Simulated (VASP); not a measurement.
# LiMg8 in VASP: relaxation of the atoms with LDA

Aim: the relaxation of the atoms of LiMg8 with LDA.

Everything below comes from runs of VASP 6.6.1. Logs are shortened: lines on timing, memory, paths and dates and some standing lists are left out, and cuts for length are marked.

### Step 1. The cell of the first run

The cell holds a slab with vacuum, 9 atoms: a = 6.293 Å, b = 5.039 Å, c = 19.085 Å, α = 90.00°, β = 90.00°, γ = 90.00°.

### Step 2. Relaxation of the atoms, LDA

Contents of INCAR:

```
  PREC = Accurate
  ENCUT = 520
  EDIFF = 1E-6
  ISMEAR = 0
  SIGMA = 0.1
  LREAL = F
  LASPH = T
  NELM = 80
  ALGO = Normal
  ISIF = 2
  LWAVE = F
  LCHARG = F
  LDIPOL = T
  IDIPOL = 3
  DIPOL = 0.5 0.5 0.330
  GGA = CA
  IBRION = 2
  NSW = 36
  EDIFFG = -0.025
```

Contents of KPOINTS:

```
Automatic mesh
0
Gamma
  4 5 1
```

Contents of POSCAR:

```
LiMg8
1.0
    6.2932257366      0.0000000000      0.0000000000
    0.0000000000      5.0388886594      0.0000000000
    0.0000000000      0.0000000000     19.0846137325
Mg Li
8 1
Selective dynamics
Direct
    0.0000000000      0.7500000000      0.2095929242  F F F
    0.5000000000      0.7500000000      0.2095929242  F F F
    0.2500000000      0.2500000000      0.2571887995  F F F
    0.7500000000      0.2500000000      0.2571887995  F F F
    0.2500000000      0.7500000000      0.3565915112  F F F
    0.7500000000      0.7500000000      0.3565915112  F F F
    0.0000000000      0.2500000000      0.3974203428  F F F
    0.5000000000      0.2500000000      0.3974203428  F F F
    0.1250000000      0.2500000000      0.5284582155  F F T
```

Potentials or basis: VASP PAW LDA potentials, release 64 (Mg, Li_sv).

On the command line:

```bash
$ cat potpaw_LDA.64/Mg/POTCAR potpaw_LDA.64/Li_sv/POTCAR > POTCAR
$ mpirun -np 1 vasp_std > vasp.out
```

OUTCAR:

```text
PREC = Accurate
   ENCUT = 520
   EDIFF = 1E-6
   ISMEAR = 0
   LREAL = F
   LASPH = T
   NELM = 80
   ISIF = 2
   GGA = CA
   IBRION = 2
   NSW = 36
   EDIFFG = -0.025

 ion  position               nearest neighbor table
   1  0.000  0.750  0.210-   3 3.11   4 3.11   3 3.11   4 3.11   2 3.15   2 3.15   6 3.22   5 3.22

   2  0.500  0.750  0.210-   3 3.11   4 3.11   3 3.11   4 3.11   1 3.15   1 3.15   6 3.22   5 3.22

   3  0.250  0.250  0.257-   7 3.10   8 3.10   1 3.11   2 3.11   1 3.11   2 3.11   4 3.15   4 3.15
                             5 3.15   5 3.15
   4  0.750  0.250  0.257-   7 3.10   8 3.10   1 3.11   2 3.11   1 3.11   2 3.11   3 3.15   3 3.15
                             6 3.15   6 3.15
   5  0.250  0.750  0.357-   7 3.07   8 3.07   7 3.07   8 3.07   6 3.15   6 3.15   3 3.15   3 3.15
                             1 3.22   2 3.22
   6  0.750  0.750  0.357-   7 3.07   8 3.07   7 3.07   8 3.07   5 3.15   5 3.15   4 3.15   4 3.15
                             1 3.22   2 3.22
   7  0.000  0.250  0.397-   9 2.62   6 3.07   5 3.07   5 3.07   6 3.07   4 3.10   3 3.10   8 3.15
                             8 3.15
   8  0.500  0.250  0.397-   5 3.07   6 3.07   5 3.07   6 3.07   3 3.10   4 3.10   7 3.15   7 3.15

   9  0.125  0.250  0.528-   7 2.62

  LATTYP: Found a simple orthorhombic cell.
 ALAT       =     5.0388886594
 B/A-ratio  =     1.2489312946
 C/A-ratio  =     3.7874648603

  Lattice vectors:

 A1 = (   0.0000000000,  -5.0388886594,   0.0000000000)
 A2 = (   6.2932257366,   0.0000000000,   0.0000000000)
 A3 = (   0.0000000000,   0.0000000000,  19.0846137325)

Analysis of symmetry for initial positions (statically):
=====================================================================
 Subroutine PRICEL returns:
 Original cell was already a primitive cell.

 Routine SETGRP: Setting up the symmetry group for a
 simple orthorhombic supercell.

 Subroutine GETGRP returns: Found  2 space group operations
 (whereof  1 operations were pure point group operations)
 out of a pool of  8 trial point group operations.

The static configuration has the point symmetry C_1 .
 The point group associated with its full space group is C_1h.

Analysis of symmetry for dynamics (positions and initial velocities):
=====================================================================
 Subroutine PRICEL returns:
 Original cell was already a primitive cell.

 Routine SETGRP: Setting up the symmetry group for a
 simple orthorhombic supercell.

 Subroutine GETGRP returns: Found  2 space group operations
 (whereof  1 operations were pure point group operations)
 out of a pool of  8 trial point group operations.

The dynamic configuration has the point symmetry C_1 .
 The point group associated with its full space group is C_1h.

Analysis of constrained symmetry for selective dynamics:
=====================================================================
 Subroutine PRICEL returns:
 Original cell was already a primitive cell.

 Routine SETGRP: Setting up the symmetry group for a
 simple orthorhombic supercell.

 Subroutine GETGRP returns: Found  2 space group operations
 (whereof  1 operations were pure point group operations)
 out of a pool of  8 trial point group operations.

The constrained configuration has the point symmetry C_1 .
 The point group associated with its full space group is C_1h.

 Subroutine INISYM returns: Found  2 space group operations
 (whereof  1 operations are pure point group operations),
 and found     1 'primitive' translations

----------------------------------------------------------------------------------------

                                     Primitive cell

  volume of cell :     605.1896

  direct lattice vectors                    reciprocal lattice vectors
     6.293225737  0.000000000  0.000000000     0.158901022  0.000000000  0.000000000
     0.000000000  5.038888659  0.000000000     0.000000000  0.198456459  0.000000000
     0.000000000  0.000000000 19.084613732     0.000000000  0.000000000  0.052398231

  length of vectors
     6.293225737  5.038888659 19.084613732     0.158901022  0.198456459  0.052398231

  position of ions in fractional coordinates (direct lattice)
     0.000000000  0.750000000  0.209592924
     0.500000000  0.750000000  0.209592924
     0.250000000  0.250000000  0.257188799
     0.750000000  0.250000000  0.257188799
     0.250000000  0.750000000  0.356591511
     0.750000000  0.750000000  0.356591511
     0.000000000  0.250000000  0.397420343
     0.500000000  0.250000000  0.397420343
     0.125000000  0.250000000  0.528458216

  ion indices of the primitive-cell ions
   primitive index   ion index
                 1           1
                 2           2
                 3           3
                 4           4
                 5           5
                 6           6
                 7           7
                 8           8
                 9           9

----------------------------------------------------------------------------------------

 KPOINTS: Automatic mesh

Automatic generation of k-mesh.
 Grid dimensions read from file:
 generate k-points for:    4    5    1

 Generating k-lattice:

  Cartesian coordinates                     Fractional coordinates (reciprocal lattice)
     0.039725255  0.000000000  0.000000000     0.250000000  0.000000000  0.000000000
     0.000000000  0.039691292  0.000000000     0.000000000  0.200000000  0.000000000
     0.000000000  0.000000000  0.052398231     0.000000000  0.000000000  1.000000000

  Length of vectors
     0.039725255  0.039691292  0.052398231

  Shift w.r.t. Gamma in fractional coordinates (k-lattice)
     0.000000000  0.000000000  0.000000000

 Subroutine IBZKPT returns following result:
 ===========================================

 Found      9 irreducible k-points:

 Following reciprocal coordinates:
            Coordinates               Weight
  0.000000  0.000000  0.000000      1.000000
  0.250000  0.000000  0.000000      2.000000
  0.500000  0.000000  0.000000      1.000000
  0.000000  0.200000  0.000000      2.000000
  0.250000  0.200000  0.000000      4.000000
  0.500000  0.200000  0.000000      2.000000
  0.000000  0.400000  0.000000      2.000000
  0.250000  0.400000  0.000000      4.000000
  0.500000  0.400000  0.000000      2.000000
   k-points           NKPTS =      9   k-points in BZ     NKDIM =      9   number of bands    NBANDS=     14
   number of dos      NEDOS =    301   number of ions     NIONS =      9
   total plane-waves  NPLWV = 276480
   dimension x,y,z NGX =    48 NGY =   40 NGZ =  144
   dimension x,y,z NGXF=    96 NGYF=   80 NGZF=  288
   ions per type =               8   1
   NGX,Y,Z   is equivalent  to a cutoff of  12.68, 13.20, 12.54 a.u.
   NGXF,Y,Z  is equivalent  to a cutoff of  25.36, 26.39, 25.09 a.u.
 SYSTEM =  unknown system
   PREC   = accura    normal or accurate (medium, high low for compatibility)
   ISTART =      0    job   : 0-new  1-cont  2-samecut
   ICHARG =      2    charge: 1-file 2-atom 10-const
   ISPIN  =      1    spin polarized calculation?
   LNONCOLLINEAR =      F non collinear calculations
   LSORBIT =      F    spin-orbit coupling
   LASPH  =      T    aspherical Exc in radial PAW
   ENCUT  =  520.0 eV  38.22 Ry    6.18 a.u.  11.70  9.37 35.48*2*pi/ulx,y,z
   NELM   =     80;   NELMIN=  2; NELMDL= -5     # of ELM steps
   EDIFF  = 0.1E-05   stopping-criterion for ELM
   LREAL  =      F    real-space projection
   EDIFFG = -.3E-01   stopping-criterion for IOM
   NSW    =     36    number of steps for IOM
   IBRION =      2    ionic relax: 0-MD 1-quasi-New 2-CG
   NFREE  =      1    steps in history (QN), initial steepest desc. (CG)
   ISIF   =      2    stress and relaxation
   ISYM   =      2    0-nonsym 1-usesym 2-fastsym
   POTIM  = 0.5000    time-step for ionic-motion
   TEBEG  =    0.0;   TEEND  =   0.0 temperature during run
   PSTRESS=    0.0 pullay stress
   NELECT =      19.0000    total number of electrons
   NUPDOWN=      -1.0000    fix difference up-down
   EMIN   =  10.00;   EMAX   =-10.00  energy-range for DOS
   EFERMI =   0.00;   METHOD = LEGACY
   ISMEAR =     0;   SIGMA  =   0.10  broadening in eV -4-tet -1-fermi 0-gaus
   EFERMI_NEDOS =   21; number of points for ismear=-14 and -15
   IALGO  =     38    algorithm
   IMIX   =      4    mixing-type and parameters
     AMIX     =   0.40;   BMIX     =  1.00
     AMIX_MAG =   1.60;   BMIX_MAG =  1.00
  volume/ion in A,a.u.               =      67.24       453.78
  Fermi-wavevector in a.u.,A,eV,Ry     =   0.516451  0.975950  3.628964  0.266721
  Thomas-Fermi vector in A             =   1.532387
   LORBIT       =      0    0 simple, 1 ext, 2 COOP (PROOUT), +10 PAW based schemes
   GGA     = CA    functional components
   LHFCALC =     F    Hartree Fock is set to
   AEXX    =    0.0000 exact exchange contribution
   IVDW    =     0    specifies the selected vdW correction
   LEPSILON=     F    determine dielectric tensor
   LRPA    =     F    only Hartree local field effects (RPA)
 conjugate gradient relaxation of ions
 non-spin polarized calculation
 Gauss-broadening in eV      SIGMA  =   0.10
  energy-cutoff  :      520.00
  volume of cell :      605.19
 maximum number of plane-waves:     16352
 NGX is ok and might be reduce to    48
   NGX = 23   NGY = 19   NGZ = 71

--------------------------------------- Ionic step        1  -------------------------------------------

 number of electron      18.9999997 magnetization

 Free energy of the ion-electron system (eV)
  ---------------------------------------------------
  ext. energy  EPLUGINS =         0.00000000
  ---------------------------------------------------
  free energy    TOTEN  =       -13.03107275 eV

  energy without entropy =      -13.01282232  energy(sigma->0) =      -13.02194754

------------------------ aborting loop because EDIFF is reached ----------------------------------------

  FORCE on cell =-STRESS in cart. coord.  units (eV):
  Direction    XX          YY          ZZ          XY          YZ          ZX
  --------------------------------------------------------------------------------------
  -------------------------------------------------------------------------------------
  Total       -2.3842618     -2.6575851     -1.4308197      0.0000000      0.0000000      0.5324942
  in kB       -6.3120883     -7.0356838     -3.7879484      0.0000000      0.0000000      1.4097237
  external PRESSURE =      -5.7119069 kB  Pullay stress =       0.0000000 kB
[... 71 lines left out ...]
  energy  without entropy=      -13.0128995011  energy(sigma->0) =      -13.02200769

--------------------------------------- Ionic step        3  -------------------------------------------

 number of electron      18.9999996 magnetization

 dipolmoment           0.000000      0.000000     -0.283262 electrons x Angstroem

 Free energy of the ion-electron system (eV)
  ---------------------------------------------------
  ext. energy  EPLUGINS =         0.00000000
  ---------------------------------------------------
  free energy    TOTEN  =       -13.03122093 eV

  energy without entropy =      -13.01310171  energy(sigma->0) =      -13.02216132

 E-fermi :  -1.1426     XC(G=0):  -3.9434

 val. band max:       -1.2337221941   @ k =   0.0000   0.2000   0.0000
 cond. band min:      -1.1044439438   @ k =   0.5000   0.0000   0.0000
 fundamental gap:      0.1292782503
 Fermi energy:        -1.1426322390

 k-point     1 :       0.0000    0.0000    0.0000
  band No.  band energies     occupation
      1     -49.0132      2.00000
      2      -7.3792      2.00000
      3      -5.2618      2.00000
      4      -3.7377      2.00000
      5      -3.6118      2.00000
      6      -2.7576      2.00000
      7      -1.9527      2.00000
      8      -1.7733      2.00000
      9      -1.4510      1.99999
     10      -1.2342      1.80491
     11      -1.0999      0.54596
     12      -0.0071      0.00000
     13       0.1282      0.00000
     14       0.5425      0.00000
[... 121 lines left out ...]
  band No.  band energies     occupation
      1     -49.0132      2.00000
      2      -5.5308      2.00000
      3      -5.5032      2.00000
      4      -4.4251      2.00000
      5      -4.3872      2.00000
      6      -3.4099      2.00000
      7      -3.2804      2.00000
      8      -2.3800      2.00000
      9      -2.2204      2.00000
     10      -1.1016      0.56178
     11      -0.7519      0.00000
     12      -0.1058      0.00000
     13       0.1969      0.00000
     14       0.3031      0.00000

------------------------ aborting loop because EDIFF is reached ----------------------------------------

 vacuum level on the upper side and lower side of the slab       (xc-potential included)        -1.164         0.513

  FORCE on cell =-STRESS in cart. coord.  units (eV):
  Direction    XX          YY          ZZ          XY          YZ          ZX
  --------------------------------------------------------------------------------------
  -------------------------------------------------------------------------------------
  Total       -2.3834320     -2.6548815     -1.4040115      0.0000000      0.0000000      0.5402576
  in kB       -6.3098916     -7.0285263     -3.7169763      0.0000000      0.0000000      1.4302765
  external PRESSURE =      -5.6851314 kB  Pullay stress =       0.0000000 kB

 VOLUME and BASIS-vectors are now :
 -----------------------------------------------------------------------------
  energy-cutoff  :      520.00
  volume of cell :      605.19
      direct lattice vectors                 reciprocal lattice vectors
     6.293225737  0.000000000  0.000000000     0.158901022  0.000000000  0.000000000
     0.000000000  5.038888659  0.000000000     0.000000000  0.198456459  0.000000000
     0.000000000  0.000000000 19.084613732     0.000000000  0.000000000  0.052398231
[... 15 lines left out ...]
  FREE ENERGIE OF THE ION-ELECTRON SYSTEM (eV)
  ---------------------------------------------------
  free  energy   TOTEN  =       -13.0312209271 eV

  energy  without entropy=      -13.0131017132  energy(sigma->0) =      -13.02216132

 reached required accuracy - stopping structural energy minimisation

 vacuum level on the upper side and lower side of the slab         0.513         2.235
```

It took 97 s on 1 thread of Intel Xeon 6975P-C (Granite Rapids), shared host; peak memory 0.46 GiB.

Results:

| Quantity | Value |
| --- | --- |
| Free energy | -13.0312 eV |
| Energy gained by relaxing | 0.0 meV/atom |
| Ionic steps | 3 |
| Band gap on the k mesh | zero (an odd number of electrons rules out a gap without spin polarisation) |

The path:
```csv
step,energy change (eV),largest force on free atoms (eV/Å),pressure (GPa)
1,0.0000,0.0306,-0.57
2,0.0000,0.0276,-0.57
3,-0.0001,0.0193,-0.57
```

Final structure:
```
Mg Li
1.0
     6.29323    0.00000    0.00000
     0.00000    5.03889    0.00000
     0.00000    0.00000   19.08461
Mg Li
8 1
Direct
  0.00000 0.75000 0.20959
  0.50000 0.75000 0.20959
  0.25000 0.25000 0.25719
  0.75000 0.25000 0.25719
  0.25000 0.75000 0.35659
  0.75000 0.75000 0.35659
  0.00000 0.25000 0.39742
  0.50000 0.25000 0.39742
  0.12500 0.25000 0.52815
```

Levels at points of the mesh, in eV from the Fermi level:
```
           k point  band 8  band 9  band 10  band 11  band 12  band 13
(0.00, 0.00, 0.00)   -0.63   -0.31    -0.09     0.04     1.14     1.27
(0.50, 0.00, 0.00)    0.04    0.06     0.61     0.77     0.78     1.26
```

Caveat: the cutoff is under 1.25 times the usual one of these potentials, so pressure, stress and relaxed cells hold a basis-set (Pulay) error.

The gap in the log of VASP goes by the Fermi energy; the results here count the filled bands.